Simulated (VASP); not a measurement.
# Si (P-1) in VASP: further runs

Si is run at these levels: LDA; tasks: single point.

Program: VASP 6.6.1. These are calculated values, not measurements. Logs are shortened: lines on timing, memory, paths and dates and some standing lists are left out, and cuts for length are marked.

## Step 1: The cell of the first run

The typed cell holds 2 atoms: a = 3.751 Å, b = 3.987 Å, c = 3.782 Å, α = 59.81°, β = 61.24°, γ = 60.10°.

## Step 2: Single point, LDA (the cell strained at random)

The input, INCAR:

```
PREC     = Accurate       # precision mode
ENCUT    = 520            # plane-wave cutoff, eV
EDIFF    = 1E-6           # SCF threshold, eV
ISMEAR   = -1             # smearing method
SIGMA    = 0.05           # smearing width, eV
LREAL    = F              # projectors in reciprocal space
LASPH    = T              # aspherical terms in the spheres
NELM     = 100            # most SCF steps
ALGO     = Normal         # electronic algorithm
ISIF     = 2              # what is computed and relaxed
LWAVE    = F              # write WAVECAR
LCHARG   = F              # write CHGCAR
NBANDS   = 11             # bands
```

The input, KPOINTS:

```
regular mesh
0
Gamma
  8 8 8
```

The input, POSCAR:

```
Si
1.0
    0.0182920000      2.5938680000      2.7098280000
    2.8301380000     -0.0785240000      2.8066440000
    2.7432870000      2.6038340000      0.0083260000
Si
2
Direct
    0.5000000000      0.5000000000      0.5000000000
    0.7500000000      0.7500000000      0.7500000000
```

Potentials or basis: VASP PAW LDA potentials, release 64 (Si).

Run with:

```bash
> cat potpaw_LDA.64/Si/POTCAR > POTCAR
> mpirun -np 1 vasp_std > vasp.out
```

OUTCAR:

```text
PREC = Accurate
   ENCUT = 520
   EDIFF = 1E-6
   ISMEAR = -1
   LREAL = F
   LASPH = T
   NELM = 100
   ISIF = 2

 ion  position               nearest neighbor table
   1  0.500  0.500  0.500-   2 2.32   2 2.33   2 2.35   2 2.43
   2  0.750  0.750  0.750-   1 2.32   1 2.33   1 2.35   1 2.43

  LATTYP: Found a triclinic cell.
 ALAT       =     6.6986545089
 B/A-ratio  =     0.5599960820
 C/A-ratio  =     0.8295025326
 COS(alpha) =     0.0100125871
 COS(beta)  =     0.4360654641
 COS(gamma) =     0.8566202595

  Lattice vectors:

 A1 = (  -2.8484300000,  -2.5153440000,  -5.5164720000)
 A2 = (  -0.0182920000,  -2.5938680000,  -2.7098280000)
 A3 = (  -5.5551330000,   0.0685580000,  -0.1051420000)

Analysis of symmetry for initial positions (statically):
=====================================================================
 Subroutine PRICEL returns:
 Original cell was already a primitive cell.

 Routine SETGRP: Setting up the symmetry group for a
 triclinic supercell.

 Subroutine GETGRP returns: Found  2 space group operations
 (whereof  1 operations were pure point group operations)
 out of a pool of  2 trial point group operations.

The static configuration has the point symmetry C_1 .
 The point group associated with its full space group is S_2 .

Analysis of symmetry for dynamics (positions and initial velocities):
=====================================================================
 Subroutine PRICEL returns:
 Original cell was already a primitive cell.

 Routine SETGRP: Setting up the symmetry group for a
 triclinic supercell.

 Subroutine GETGRP returns: Found  2 space group operations
 (whereof  1 operations were pure point group operations)
 out of a pool of  2 trial point group operations.

The dynamic configuration has the point symmetry C_1 .
 The point group associated with its full space group is S_2 .

 Subroutine INISYM returns: Found  2 space group operations
 (whereof  1 operations are pure point group operations),
 and found     1 'primitive' translations

----------------------------------------------------------------------------------------

                                     Primitive cell

  volume of cell :      40.3295

  direct lattice vectors                    reciprocal lattice vectors
     0.018292000  2.593868000  2.709828000    -0.181224304  0.190328737  0.188066303
     2.830138000 -0.078524000  2.806644000     0.174421764 -0.184323641  0.175258603
     2.743287000  2.603834000  0.008326000     0.185790729  0.188890133 -0.182061207

  length of vectors
     3.751220280  3.986614812  3.782280316     0.323165918  0.308405146  0.321471554

  position of ions in fractional coordinates (direct lattice)
     0.500000000  0.500000000  0.500000000
     0.750000000  0.750000000  0.750000000

  ion indices of the primitive-cell ions
   primitive index   ion index
                 1           1
                 2           2

----------------------------------------------------------------------------------------

 KPOINTS: regular mesh

Automatic generation of k-mesh.
 Grid dimensions read from file:
 generate k-points for:    8    8    8

 Generating k-lattice:

  Cartesian coordinates                     Fractional coordinates (reciprocal lattice)
    -0.022653038  0.023791092  0.023508288     0.125000000  0.000000000  0.000000000
     0.021802721 -0.023040455  0.021907325    -0.000000000  0.125000000 -0.000000000
     0.023223841  0.023611267 -0.022757651    -0.000000000  0.000000000  0.125000000

  Length of vectors
     0.040395740  0.038550643  0.040183944

  Shift w.r.t. Gamma in fractional coordinates (k-lattice)
     0.000000000  0.000000000  0.000000000

 Subroutine IBZKPT returns following result:
 ===========================================

 Found    260 irreducible k-points:

 Following reciprocal coordinates:
            Coordinates               Weight
  0.000000  0.000000  0.000000      1.000000
  0.125000  0.000000  0.000000      2.000000
  0.250000  0.000000  0.000000      2.000000
  0.375000 -0.000000 -0.000000      2.000000
  0.500000  0.000000  0.000000      1.000000
 -0.000000  0.125000  0.000000      2.000000
[... 16 lines left out ...]
  0.125000  0.375000 -0.000000      2.000000
  0.250000  0.375000 -0.000000      2.000000
 [... further k-points ...]
   k-points           NKPTS =    260   k-points in BZ     NKDIM =    260   number of bands    NBANDS=     11
   number of dos      NEDOS =    301   number of ions     NIONS =      2
   total plane-waves  NPLWV =  23520
   dimension x,y,z NGX =    28 NGY =   30 NGZ =   28
   dimension x,y,z NGXF=    56 NGYF=   60 NGZF=   56
   ions per type =               2
   NGX,Y,Z   is equivalent  to a cutoff of  12.41, 12.51, 12.31 a.u.
   NGXF,Y,Z  is equivalent  to a cutoff of  24.82, 25.02, 24.61 a.u.
 SYSTEM =  unknown system
   PREC   = accura    normal or accurate (medium, high low for compatibility)
   ISTART =      0    job   : 0-new  1-cont  2-samecut
   ICHARG =      2    charge: 1-file 2-atom 10-const
   ISPIN  =      1    spin polarized calculation?
   LNONCOLLINEAR =      F non collinear calculations
   LSORBIT =      F    spin-orbit coupling
   LASPH  =      T    aspherical Exc in radial PAW
   ENCUT  =  520.0 eV  38.22 Ry    6.18 a.u.   6.97  7.41  7.03*2*pi/ulx,y,z
   NELM   =    100;   NELMIN=  2; NELMDL= -5     # of ELM steps
   EDIFF  = 0.1E-05   stopping-criterion for ELM
   LREAL  =      F    real-space projection
   EDIFFG = 0.1E-04   stopping-criterion for IOM
   NSW    =      0    number of steps for IOM
   IBRION =     -1    ionic relax: 0-MD 1-quasi-New 2-CG
   NFREE  =      0    steps in history (QN), initial steepest desc. (CG)
   ISIF   =      2    stress and relaxation
   ISYM   =      2    0-nonsym 1-usesym 2-fastsym
   POTIM  = 0.5000    time-step for ionic-motion
   TEBEG  =    0.0;   TEEND  =   0.0 temperature during run
   PSTRESS=    0.0 pullay stress
   NELECT =       8.0000    total number of electrons
   NUPDOWN=      -1.0000    fix difference up-down
   EMIN   =  10.00;   EMAX   =-10.00  energy-range for DOS
   EFERMI =   0.00;   METHOD = LEGACY
   ISMEAR =    -1;   SIGMA  =   0.05  broadening in eV -4-tet -1-fermi 0-gaus
   EFERMI_NEDOS =   21; number of points for ismear=-14 and -15
   IALGO  =     38    algorithm
   IMIX   =      4    mixing-type and parameters
     AMIX     =   0.40;   BMIX     =  1.00
     AMIX_MAG =   1.60;   BMIX_MAG =  1.00
  volume/ion in A,a.u.               =      20.16       136.08
  Fermi-wavevector in a.u.,A,eV,Ry     =   0.954766  1.804247 12.402785  0.911579
  Thomas-Fermi vector in A             =   2.083543
   LORBIT       =      0    0 simple, 1 ext, 2 COOP (PROOUT), +10 PAW based schemes
   GGA     = CA    functional components
   LHFCALC =     F    Hartree Fock is set to
   AEXX    =    0.0000 exact exchange contribution
   IVDW    =     0    specifies the selected vdW correction
   LEPSILON=     F    determine dielectric tensor
   LRPA    =     F    only Hartree local field effects (RPA)
 non-spin polarized calculation
  energy-cutoff  :      520.00
  volume of cell :       40.33
 maximum number of plane-waves:      1100
   NGX = 13   NGY = 15   NGZ = 15

 number of electron       8.0000000 magnetization

 Free energy of the ion-electron system (eV)
  ---------------------------------------------------
  ext. energy  EPLUGINS =         0.00000000
  ---------------------------------------------------
  free energy    TOTEN  =       -11.85540895 eV

  energy without entropy =      -11.85486300  energy(sigma->0) =      -11.85513597

 E-fermi :   5.8624     XC(G=0):  -9.5804

 val. band max:        5.6617625544   @ k =  -0.0000   0.1250   0.0000
 cond. band min:       5.8856668791   @ k =   0.5000   0.0000   0.5000
 fundamental gap:      0.2239043247
 Fermi energy:         5.8623776721

 k-point     1 :       0.0000    0.0000    0.0000
  band No.  band energies     occupation
      1      -6.2161      2.00000
      2       5.5429      1.99665
      3       5.6355      1.97883
      4       5.9199      0.48067
      5       7.5293      0.00000
      6       8.3774      0.00000
      7       8.5619      0.00000
      8       9.0482      0.00000
      9      13.0202      0.00000
     10      13.3910      0.00000
     11      13.8390      0.00000

 k-point     2 :       0.1250    0.0000    0.0000
  band No.  band energies     occupation
      1      -6.0047      2.00000
      2       4.1803      2.00000
      3       5.2220      1.99999
      4       5.5099      1.99827
      5       7.7275      0.00000
      6       8.5207      0.00000
      7       8.8881      0.00000
      8      10.4025      0.00000
      9      12.5208      0.00000
     10      13.1909      0.00000
     11      14.2741      0.00000

 k-point     3 :       0.2500    0.0000    0.0000
  band No.  band energies     occupation
      1      -5.3857      2.00000
      2       1.8570      2.00000
      3       4.6972      2.00000
      4       5.0237      2.00000
      5       7.3468      0.00000
      6       8.8634      0.00000
      7       9.4906      0.00000
      8      12.2062      0.00000
      9      12.8021      0.00000
     10      12.9947      0.00000
     11      14.4890      0.00000

 k-point     4 :       0.3750   -0.0000   -0.0000
  band No.  band energies     occupation
      1      -4.4434      2.00000
      2      -0.2116      2.00000
      3       4.3404      2.00000
      4       4.7056      2.00000
      5       6.9385      0.00000
      6       8.7256      0.00000
      7       9.5024      0.00000
      8      13.2305      0.00000
      9      13.9610      0.00000
     10      14.3385      0.00000
     11      15.3640      0.00000
[... 239 lines left out ...]
 k-point    22 :      -0.0000    0.3750   -0.0000
  band No.  band energies     occupation
      1      -4.7116      2.00000
      2      -0.2978      2.00000
      3       4.6224      2.00000
      4       5.0512      2.00000
      5       7.5990      0.00000
      6       9.1152      0.00000
      7       9.4028      0.00000
      8      13.5936      0.00000
      9      14.0188      0.00000
     10      14.4315      0.00000
     11      15.2524      0.00000

 k-point    23 :       0.1250    0.3750   -0.0000
  band No.  band energies     occupation
      1      -4.8132      2.00000
      2       0.3682      2.00000
      3       3.8536      2.00000
      4       4.4279      2.00000
      5       8.1307      0.00000
      6       9.4536      0.00000
      7      10.3348      0.00000
      8      11.2694      0.00000
      9      14.7004      0.00000
     10      15.0081      0.00000
     11      15.6119      0.00000

 k-point    24 :       0.2500    0.3750   -0.0000
  band No.  band energies     occupation
      1      -4.5342      2.00000
      2       0.7750      2.00000
      3       2.8970      2.00000
      4       3.7487      2.00000
      5       7.1792      0.00000
      6       8.6336      0.00000
      7      11.5451      0.00000
      8      12.3865      0.00000
      9      14.9443      0.00000
     10      15.9106      0.00000
     11      17.0368      0.00000

 [... further k-points ...]
[... 5 lines left out ...]
  --------------------------------------------------------------------------------------
  -------------------------------------------------------------------------------------
  Total       -0.9297365      0.1929337     -0.6891831      0.5672127      0.7730514     -0.8791876
  in kB      -36.9357944      7.6647083    -27.3792884     22.5337518     30.7111396    -34.9276276
  external PRESSURE =     -18.8834582 kB  Pullay stress =       0.0000000 kB

 VOLUME and BASIS-vectors are now :
 -----------------------------------------------------------------------------
  energy-cutoff  :      520.00
  volume of cell :       40.33
      direct lattice vectors                 reciprocal lattice vectors
     0.018292000  2.593868000  2.709828000    -0.181224304  0.190328737  0.188066303
     2.830138000 -0.078524000  2.806644000     0.174421764 -0.184323641  0.175258603
     2.743287000  2.603834000  0.008326000     0.185790729  0.188890133 -0.182061207

 POSITION                                       TOTAL-FORCE (eV/Angst)
 -----------------------------------------------------------------------------------
      2.79586      2.55959      2.76240        -0.245743      0.320373     -0.166618
      4.19379      3.83938      4.14360         0.245743     -0.320373      0.166618
 -----------------------------------------------------------------------------------
    total drift:                                0.000000      0.000000     -0.000000

  FREE ENERGIE OF THE ION-ELECTRON SYSTEM (eV)
  ---------------------------------------------------
  free  energy   TOTEN  =       -11.8554089465 eV

  energy  without entropy=      -11.8548630014  energy(sigma->0) =      -11.85513597
```

Run time: 43 s. Hardware: 1 thread of Intel Xeon Platinum 8488C (Sapphire Rapids), shared host; peak memory 0.2 GiB.

What came out:

```yaml
Free_energy: -11.8554 eV
Pressure: -1.9 GPa
Largest_force: 0.437 eV/Å
Band_gap_on_the_k_mesh: zero (band 4 reaches 5.92 eV, above the bottom of band 5 at 5.89 eV)
```

Forces in eV/Å, atoms in the order of the input:
```
Si  -0.246  0.320 -0.167
Si   0.246 -0.320  0.167
```

Stress tensor (GPa, compression positive):
```
-3.69  2.25 -3.49
 2.25  0.77  3.07
-3.49  3.07 -2.74
```

Caveat: the cell differs from its parent crystal (the cell strained at random).

## Step 3: Single point, LDA (the cell strained at random)

The input, INCAR:

```
ALGO     = Normal         # electronic algorithm
EDIFF    = 1E-6           # SCF threshold, eV
ENCUT    = 520            # plane-wave cutoff, eV
GGA      = CA             # functional
ISIF     = 2              # what is computed and relaxed
ISMEAR   = -1             # smearing method
LASPH    = T              # aspherical terms in the spheres
LCHARG   = F              # write CHGCAR
LREAL    = F              # projectors in reciprocal space
LWAVE    = F              # write WAVECAR
NBANDS   = 11             # bands
NELM     = 80             # most SCF steps
PREC     = Accurate       # precision mode
SIGMA    = 0.05           # smearing width, eV
```

The input, KPOINTS:

```
k-points
0
Gamma
  8 8 8
```

POSCAR is that of step 2.

Potentials or basis: VASP PAW LDA potentials, release 64 (Si).

Run with:

```bash
> cat potpaw_LDA.64/Si/POTCAR > POTCAR
> mpirun -np 1 vasp_std > vasp.out
```

OUTCAR:

```text
EDIFF = 1E-6
   ENCUT = 520
   GGA = CA
   ISIF = 2
   ISMEAR = -1
   LASPH = T
   LREAL = F
   NELM = 80
   PREC = Accurate

 ion  position               nearest neighbor table
   1  0.500  0.500  0.500-   2 2.32   2 2.33   2 2.35   2 2.43
   2  0.750  0.750  0.750-   1 2.32   1 2.33   1 2.35   1 2.43

  LATTYP: Found a triclinic cell.
 ALAT       =     6.6986545089
 B/A-ratio  =     0.5599960820
 C/A-ratio  =     0.8295025326
 COS(alpha) =     0.0100125871
 COS(beta)  =     0.4360654641
 COS(gamma) =     0.8566202595

  Lattice vectors:

 A1 = (  -2.8484300000,  -2.5153440000,  -5.5164720000)
 A2 = (  -0.0182920000,  -2.5938680000,  -2.7098280000)
 A3 = (  -5.5551330000,   0.0685580000,  -0.1051420000)

Analysis of symmetry for initial positions (statically):
=====================================================================
 Subroutine PRICEL returns:
 Original cell was already a primitive cell.

 Routine SETGRP: Setting up the symmetry group for a
 triclinic supercell.

 Subroutine GETGRP returns: Found  2 space group operations
 (whereof  1 operations were pure point group operations)
[... 168 lines left out ...]
 cond. band min:       5.8856668790   @ k =   0.5000   0.0000   0.5000
 fundamental gap:      0.2239043247
 Fermi energy:         5.8623776721

 k-point     1 :       0.0000    0.0000    0.0000
  band No.  band energies     occupation
      1      -6.2161      2.00000
      2       5.5429      1.99665
      3       5.6355      1.97883
      4       5.9199      0.48067
      5       7.5293      0.00000
      6       8.3774      0.00000
      7       8.5619      0.00000
      8       9.0482      0.00000
      9      13.0202      0.00000
     10      13.3910      0.00000
     11      13.8390      0.00000
[... 309 lines left out ...]
 k-point    24 :       0.2500    0.3750   -0.0000
  band No.  band energies     occupation
      1      -4.5342      2.00000
      2       0.7750      2.00000
      3       2.8970      2.00000
      4       3.7487      2.00000
      5       7.1792      0.00000
      6       8.6336      0.00000
      7      11.5451      0.00000
      8      12.3865      0.00000
      9      14.9443      0.00000
     10      15.9106      0.00000
     11      17.0368      0.00000

 [... further k-points ...]
[... 5 lines left out ...]
  --------------------------------------------------------------------------------------
  -------------------------------------------------------------------------------------
  Total       -0.9297365      0.1929337     -0.6891831      0.5672127      0.7730514     -0.8791876
  in kB      -36.9357943      7.6647084    -27.3792883     22.5337519     30.7111398    -34.9276275
  external PRESSURE =     -18.8834581 kB  Pullay stress =       0.0000000 kB

 VOLUME and BASIS-vectors are now :
 -----------------------------------------------------------------------------
  energy-cutoff  :      520.00
  volume of cell :       40.33
      direct lattice vectors                 reciprocal lattice vectors
     0.018292000  2.593868000  2.709828000    -0.181224304  0.190328737  0.188066303
     2.830138000 -0.078524000  2.806644000     0.174421764 -0.184323641  0.175258603
     2.743287000  2.603834000  0.008326000     0.185790729  0.188890133 -0.182061207

 POSITION                                       TOTAL-FORCE (eV/Angst)
 -----------------------------------------------------------------------------------
      2.79586      2.55959      2.76240        -0.245743      0.320373     -0.166618
      4.19379      3.83938      4.14360         0.245743     -0.320373      0.166618
 -----------------------------------------------------------------------------------
    total drift:                                0.000000      0.000000     -0.000000

  FREE ENERGIE OF THE ION-ELECTRON SYSTEM (eV)
  ---------------------------------------------------
  free  energy   TOTEN  =       -11.8554089465 eV

  energy  without entropy=      -11.8548630014  energy(sigma->0) =      -11.85513597
```

stdout:

```text
POSCAR found type information on POSCAR Si
 POSCAR found :  1 types and       2 ions
 scaLAPACK will be used
 LDA part: xc-table for (Slater(with rela. corr.)+CA(PZ))
 , standard interpolation
 POSCAR, INCAR and KPOINTS ok, starting setup
 FFT: planning ... GRIDC
 FFT: planning ... GRID_SOFT
 FFT: planning ... GRID
 WAVECAR not read
 entering main loop
```

It took 48 s on 1 thread of AMD EPYC 9R45 (Zen 5), shared host; peak memory 0.17 GiB.

What came out:

| Property | Result |
| --- | --- |
| Free energy | -11.8554 eV |
| Pressure | -1.9 GPa |
| Largest force | 0.437 eV/Å |
| Band gap on the k mesh | zero (band 4 reaches 5.92 eV, above the bottom of band 5 at 5.89 eV) |

Forces in eV/Å, atoms in the order of the input:
```
Si  -0.246  0.320 -0.167
Si   0.246 -0.320  0.167
```

Caveat: the cell differs from its parent crystal (the cell strained at random).
